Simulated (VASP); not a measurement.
# BiB in VASP: a series of runs

Aim: see how the results for BiB move with the level of theory and the settings. Levels: PBE, r2SCAN. Tasks: single point.

All numbers are computed with VASP 6.6.1; they aren't measurements. Logs are shortened: lines on timing, memory, paths and dates and some standing lists are left out, and cuts for length are marked.

## 1. The cell of the first run

Symmetry: F-43m, No. 216, cubic system. The conventional cell has a = 5.490 Å, b = 5.490 Å, c = 5.490 Å, α = 90.00°, β = 90.00°, γ = 90.00°. Within 3.1 Å of B (site symmetry -43m) lie 4 Bi at 2.38 Å. Within 3.1 Å of Bi (site symmetry -43m) lie 4 B at 2.38 Å.

## 2. Single point, PBE

Input file INCAR:

```
SYSTEM = BiB
PREC = Accurate ; ENCUT = 520
EDIFF = 1E-6 ; ISMEAR = -1
SIGMA = 0.02 ; LREAL = .FALSE.
LASPH = .TRUE. ; NELM = 100
ALGO = Normal ; ISIF = 2
LWAVE = .FALSE. ; LCHARG = .FALSE.
GGA = PE ; NBANDS = 16
```

Input file KPOINTS:

```
Automatic mesh
0
G
  8 8 8
  0 0 0
```

Input file POSCAR:

```
BiB
1.0
    0.0000000000      2.7448744743      2.7448744743
    2.7448744743      0.0000000000      2.7448744743
    2.7448744743      2.7448744743      0.0000000000
B Bi
1 1
Direct
    0.0000000000      0.0000000000      0.0000000000
    0.2500000000      0.2500000000      0.2500000000
```

Potentials or basis: VASP PAW PBE potentials, release 64 (B, Bi_d).

Started as:

```console
cat potpaw_PBE.64/B/POTCAR potpaw_PBE.64/Bi_d/POTCAR > POTCAR
mpirun -np 1 vasp_std > vasp.out
```

OUTCAR:

```text
SYSTEM = BiB
   PREC = Accurate
   ENCUT = 520
   EDIFF = 1E-6
   ISMEAR = -1
   LREAL = .FALSE.
   LASPH = .TRUE.
   NELM = 100
   ISIF = 2
   GGA = PE

 ion  position               nearest neighbor table
   1  0.000  0.000  0.000-   2 2.38   2 2.38   2 2.38   2 2.38
   2  0.250  0.250  0.250-   1 2.38   1 2.38   1 2.38   1 2.38

  LATTYP: Found a face centered cubic cell.
 ALAT       =     5.4897489486

  Lattice vectors:

 A1 = (   0.0000000000,   2.7448744743,   2.7448744743)
 A2 = (   2.7448744743,   0.0000000000,   2.7448744743)
 A3 = (   2.7448744743,   2.7448744743,   0.0000000000)

Analysis of symmetry for initial positions (statically):
=====================================================================
 Subroutine PRICEL returns:
 Original cell was already a primitive cell.

 Routine SETGRP: Setting up the symmetry group for a
 face centered cubic supercell.

 Subroutine GETGRP returns: Found 24 space group operations
 (whereof 24 operations were pure point group operations)
 out of a pool of 48 trial point group operations.

The static configuration has the point symmetry T_d .

Analysis of symmetry for dynamics (positions and initial velocities):
=====================================================================
 Subroutine PRICEL returns:
 Original cell was already a primitive cell.

 Routine SETGRP: Setting up the symmetry group for a
 face centered cubic supercell.

 Subroutine GETGRP returns: Found 24 space group operations
 (whereof 24 operations were pure point group operations)
 out of a pool of 48 trial point group operations.

The dynamic configuration has the point symmetry T_d .

 Subroutine INISYM returns: Found 24 space group operations
 (whereof 24 operations are pure point group operations),
 and found     1 'primitive' translations

----------------------------------------------------------------------------------------

                                     Primitive cell

  volume of cell :      41.3616

  direct lattice vectors                    reciprocal lattice vectors
     0.000000000  2.744874474  2.744874474    -0.182157692  0.182157692  0.182157692
     2.744874474  0.000000000  2.744874474     0.182157692 -0.182157692  0.182157692
     2.744874474  2.744874474  0.000000000     0.182157692  0.182157692 -0.182157692
[... 74 lines left out ...]
 SYSTEM =  BiB
   PREC   = accura    normal or accurate (medium, high low for compatibility)
   ISTART =      0    job   : 0-new  1-cont  2-samecut
   ICHARG =      2    charge: 1-file 2-atom 10-const
   ISPIN  =      1    spin polarized calculation?
   LNONCOLLINEAR =      F non collinear calculations
   LSORBIT =      F    spin-orbit coupling
   LASPH  =      T    aspherical Exc in radial PAW
   ENCUT  =  520.0 eV  38.22 Ry    6.18 a.u.   7.22  7.22  7.22*2*pi/ulx,y,z
   NELM   =    100;   NELMIN=  2; NELMDL= -5     # of ELM steps
   EDIFF  = 0.1E-05   stopping-criterion for ELM
   LREAL  =      F    real-space projection
   EDIFFG = 0.1E-04   stopping-criterion for IOM
   NSW    =      0    number of steps for IOM
   IBRION =     -1    ionic relax: 0-MD 1-quasi-New 2-CG
   NFREE  =      0    steps in history (QN), initial steepest desc. (CG)
   ISIF   =      2    stress and relaxation
   ISYM   =      2    0-nonsym 1-usesym 2-fastsym
   POTIM  = 0.5000    time-step for ionic-motion
   TEBEG  =    0.0;   TEEND  =   0.0 temperature during run
   PSTRESS=    0.0 pullay stress
   NELECT =      18.0000    total number of electrons
   NUPDOWN=      -1.0000    fix difference up-down
   EMIN   =  10.00;   EMAX   =-10.00  energy-range for DOS
   EFERMI =   0.00;   METHOD = LEGACY
   ISMEAR =    -1;   SIGMA  =   0.02  broadening in eV -4-tet -1-fermi 0-gaus
   EFERMI_NEDOS =   21; number of points for ismear=-14 and -15
   IALGO  =     38    algorithm
   IMIX   =      4    mixing-type and parameters
     AMIX     =   0.40;   BMIX     =  1.00
     AMIX_MAG =   1.60;   BMIX_MAG =  1.00
  volume/ion in A,a.u.               =      20.68       139.56
  Fermi-wavevector in a.u.,A,eV,Ry     =   1.240604  2.344402 20.940704  1.539098
  Thomas-Fermi vector in A             =   2.375038
   LORBIT       =      0    0 simple, 1 ext, 2 COOP (PROOUT), +10 PAW based schemes
   GGA     = PE    functional components
   LHFCALC =     F    Hartree Fock is set to
   AEXX    =    0.0000 exact exchange contribution
   IVDW    =     0    specifies the selected vdW correction
   LEPSILON=     F    determine dielectric tensor
   LRPA    =     F    only Hartree local field effects (RPA)
 non-spin polarized calculation
  energy-cutoff  :      520.00
  volume of cell :       41.36
 maximum number of plane-waves:      1139
 NGX is ok and might be reduce to    30
   NGX = 15   NGY = 15   NGZ = 15

 number of electron      17.9999997 magnetization

 Free energy of the ion-electron system (eV)
  ---------------------------------------------------
  ext. energy  EPLUGINS =         0.00000000
  ---------------------------------------------------
  free energy    TOTEN  =        -8.98961797 eV

  energy without entropy =       -8.98961594  energy(sigma->0) =       -8.98961695

 E-fermi :   7.2827     XC(G=0): -10.0256

 val. band max:        7.1323999909   @ k =   0.0000   0.0000   0.0000
 cond. band min:       7.4112027855   @ k =   0.0000   0.0000   0.0000
 fundamental gap:      0.2788027946
 Fermi energy:         7.2827372446

 k-point     1 :       0.0000    0.0000    0.0000
  band No.  band energies     occupation
      1     -15.9967      2.00000
      2     -15.9967      2.00000
      3     -15.9967      2.00000
      4     -15.9134      2.00000
      5     -15.9134      2.00000
      6      -7.0003      2.00000
[... 433 lines left out ...]
      3     -15.9434      2.00000
      4     -15.9105      2.00000
      5     -15.8968      2.00000
      6      -4.5361      2.00000
[... 8 lines left out ...]
     15      17.8743      0.00000
     16      18.6158      0.00000

 [... further k-points ...]
[... 5 lines left out ...]
  --------------------------------------------------------------------------------------
  -------------------------------------------------------------------------------------
  Total        0.3159176      0.3159176      0.3159176      0.0000000      0.0000000     -0.0000000
  in kB       12.2373362     12.2373362     12.2373362      0.0000000      0.0000000     -0.0000000
  external PRESSURE =      12.2373362 kB  Pullay stress =       0.0000000 kB

 VOLUME and BASIS-vectors are now :
 -----------------------------------------------------------------------------
  energy-cutoff  :      520.00
  volume of cell :       41.36
      direct lattice vectors                 reciprocal lattice vectors
     0.000000000  2.744874474  2.744874474    -0.182157692  0.182157692  0.182157692
     2.744874474  0.000000000  2.744874474     0.182157692 -0.182157692  0.182157692
     2.744874474  2.744874474  0.000000000     0.182157692  0.182157692 -0.182157692

 POSITION                                       TOTAL-FORCE (eV/Angst)
 -----------------------------------------------------------------------------------
      0.00000      0.00000      0.00000         0.000000      0.000000      0.000000
      1.37244      1.37244      1.37244        -0.000000     -0.000000     -0.000000
 -----------------------------------------------------------------------------------
    total drift:                                0.000000      0.000000      0.000000

  FREE ENERGIE OF THE ION-ELECTRON SYSTEM (eV)
  ---------------------------------------------------
  free  energy   TOTEN  =        -8.9896179725 eV

  energy  without entropy=       -8.9896159366  energy(sigma->0) =       -8.98961695
```

OSZICAR:

```text
N       E                     dE             d eps       ncg     rms          rms(c)
DAV:   1     0.134396231051E+03    0.13440E+03   -0.99181E+03   928   0.132E+03
DAV:   2    -0.745830514492E+00   -0.13514E+03   -0.13105E+03   984   0.340E+02
DAV:   3    -0.949674581804E+01   -0.87509E+01   -0.87174E+01  1224   0.858E+01
DAV:   4    -0.969715689665E+01   -0.20041E+00   -0.20038E+00  1112   0.143E+01
DAV:   5    -0.970541545025E+01   -0.82586E-02   -0.82584E-02  1344   0.270E+00    0.382E+00
DAV:   6    -0.900939637662E+01    0.69602E+00   -0.14101E+00  1216   0.823E+00    0.142E+00
DAV:   7    -0.899107535993E+01    0.18321E-01   -0.18219E-01  1056   0.210E+00    0.740E-01
DAV:   8    -0.898964987317E+01    0.14255E-02   -0.21175E-02  1304   0.144E+00    0.108E-01
DAV:   9    -0.898947117811E+01    0.17870E-03   -0.26574E-03  1176   0.572E-01    0.524E-02
DAV:  10    -0.898958559542E+01   -0.11442E-03   -0.33220E-04  1176   0.161E-01    0.253E-02
DAV:  11    -0.898961856298E+01   -0.32968E-04   -0.74197E-05  1040   0.860E-02    0.774E-03
DAV:  12    -0.898961797250E+01    0.59048E-06   -0.47583E-06  1256   0.170E-02
   1 F= -.89896180E+01 E0= -.89896170E+01  d E =-.203590E-05
```

It took 8.9 s on 1 thread of AMD EPYC 9R45 (Zen 5), shared host; peak memory 0.14 GiB.

What came out:

* Free energy: -8.9896 eV
* Pressure: 1.2 GPa
* Band gap on the k mesh: 0.28 eV, direct

Caveat: spin-orbit coupling is left out, which moves the levels of the heavy elements. A k mesh can miss the band edges.

## 3. Single point, r2SCAN

POSCAR is that of step 2.

Input file INCAR.step1:

```
SYSTEM = BiB
PREC = Accurate
ENCUT = 520
ISMEAR = 0
SIGMA = 0.01
LREAL = .FALSE.
LASPH = .TRUE.
NELM = 80
NBANDS = 16
GGA = PE
ALGO = Normal
EDIFF = 1E-4
LWAVE = .TRUE.
LCHARG = .FALSE.
```

Input file INCAR.step2:

```
SYSTEM = BiB
PREC = Accurate
ENCUT = 520
EDIFF = 1E-7
ISMEAR = 0
SIGMA = 0.01
LREAL = .FALSE.
LASPH = .TRUE.
NELM = 80
ALGO = Normal
ISIF = 2
LWAVE = .FALSE.
LCHARG = .FALSE.
METAGGA = R2SCAN
LMIXTAU = .TRUE.
NBANDS = 16
ISTART = 1
```

Input file KPOINTS:

```
regular mesh
0
G
  8 8 8
  0 0 0
```

Potentials or basis: VASP PAW PBE potentials, release 64 (B, Bi_d).

Started as:

```console
cat potpaw_PBE.64/B/POTCAR potpaw_PBE.64/Bi_d/POTCAR > POTCAR
cp INCAR.step1 INCAR
mpirun -np 1 vasp_std > vasp.out
cp INCAR.step2 INCAR
mpirun -np 1 vasp_std > vasp.out
```

It took 54 s on 1 thread of AMD EPYC 9R45 (Zen 5), shared host; peak memory 0.15 GiB.

Results (log left out):

```yaml
Free_energy: -64.3084 eV
Pressure: -0.1 GPa
Band_gap_on_the_k_mesh: 0.39 eV, direct
```

Levels at points of the mesh, in eV from the valence-band top:
| k point | band 5 | band 6 | band 7 | band 8 | band 9 | band 10 | band 11 | band 12 | band 13 | band 14 |
| --- | --- | --- | --- | --- | --- | --- | --- | --- | --- | --- |
| (0.00, 0.00, 0.00) | -23.77 | -14.83 | 0.00 | 0.00 | 0.00 | 0.39 | 2.93 | 2.93 | 2.93 | 6.76 |
| (0.50, 0.00, 0.00) | -23.75 | -12.62 | -8.14 | -1.72 | -1.72 | 0.53 | 4.40 | 4.40 | 6.51 | 9.03 |
| (0.50, 0.50, 0.00) | -23.73 | -11.59 | -8.36 | -3.68 | -3.68 | 1.01 | 1.14 | 9.02 | 9.27 | 9.27 |

Caveat: the PAW data sets were made with another functional, which shifts forces and pressure a little; spin-orbit coupling is left out, which moves the levels of the heavy elements. A k mesh can miss the band edges.

## 4. Single point, PBE (uniaxial z strain -3.0%)

Input file INCAR:

```
PREC = Accurate
ENCUT = 520
EDIFF = 1E-7
ISMEAR = -1
SIGMA = 0.02
LREAL = F
LASPH = T
NELM = 60
ALGO = Normal
ISIF = 2
LWAVE = F
LCHARG = T
GGA = PE
LELF = T
LVHAR = T
NBANDS = 16
```

Input file KPOINTS:

```
regular mesh
0
Gamma
  8 8 8
```

Input file POSCAR:

```
BiB
1.0
    0.0000000000      2.7448744743      2.6625282401
    2.7448744743      0.0000000000      2.6625282401
    2.7448744743      2.7448744743      0.0000000000
B Bi
1 1
Direct
    0.0000000000      0.0000000000      0.0000000000
    0.2500000000      0.2500000000      0.2500000000
```

Started as:

```console
cat potpaw_PBE.64/B/POTCAR potpaw_PBE.64/Bi_d/POTCAR > POTCAR
mpirun -np 1 vasp_std > vasp.out
```

Wall time 18 s (1 thread of AMD EPYC 9R45 (Zen 5), shared host); peak memory 0.15 GiB.

Results (log left out):

* Free energy: -8.9626 eV
* Pressure: 3.8 GPa
* Band gap on the k mesh: 0.33 eV, indirect (least direct gap 0.34 eV)

Stress tensor (GPa, compression positive):
```
2.90 0.00 0.00
0.00 2.90 0.00
0.00 0.00 5.64
```

Levels at points of the mesh, in eV from the valence-band top:
```
           k point  band 5  band 6  band 7  band 8  band 9  band 10  band 11  band 12  band 13  band 14
(0.00, 0.00, 0.00)  -23.26  -14.54   -0.24   -0.24    0.00     0.34     2.59     2.76     2.76     6.17
(0.50, 0.00, 0.00)  -23.23  -12.37   -8.03   -1.95   -1.68     0.35     3.97     4.18     5.88     8.36
(0.50, 0.50, 0.00)  -23.22  -11.28   -8.01   -3.89   -3.89     0.52     0.62     8.50     8.73     8.73
(0.50, 0.00, 0.50)  -23.23  -11.46   -8.19   -3.68   -3.64     0.80     0.90     8.22     8.50     8.88
```

Caveat: the cell differs from its parent crystal (uniaxial z strain -3.0%); spin-orbit coupling is left out, which moves the levels of the heavy elements. A k mesh can miss the band edges.

## 5. The runs side by side

| level | cell | smearing | gap on the mesh (eV) | pressure (GPa) |
| --- | --- | --- | --- | --- |
| PBE | a = 3.882 Å, angles 60.0°, 2 atoms | fermi-dirac 0.02 eV | 0.28 | 1.2 |
| r2SCAN | a = 3.882 Å, angles 60.0°, 2 atoms | gaussian 0.01 eV | 0.39 | -0.1 |
| PBE | a = 3.824, b = 3.824, c = 3.882 Å, angles 59.5, 59.5, 61.0°, 2 atoms | fermi-dirac 0.02 eV | 0.33 | 3.8 |

Alike in all rows: task single point; potentials or basis VASP PAW PBE potentials, release 64 (B, Bi_d); no spin polarisation; k mesh 8 × 8 × 8; cutoff (eV) 520.

Caveats: spin-orbit coupling is left out, which moves the levels of the heavy elements; the PAW data sets were made with another functional, which shifts forces and pressure a little (some runs).

Absolute energies hang on the potentials; compare differences alone.
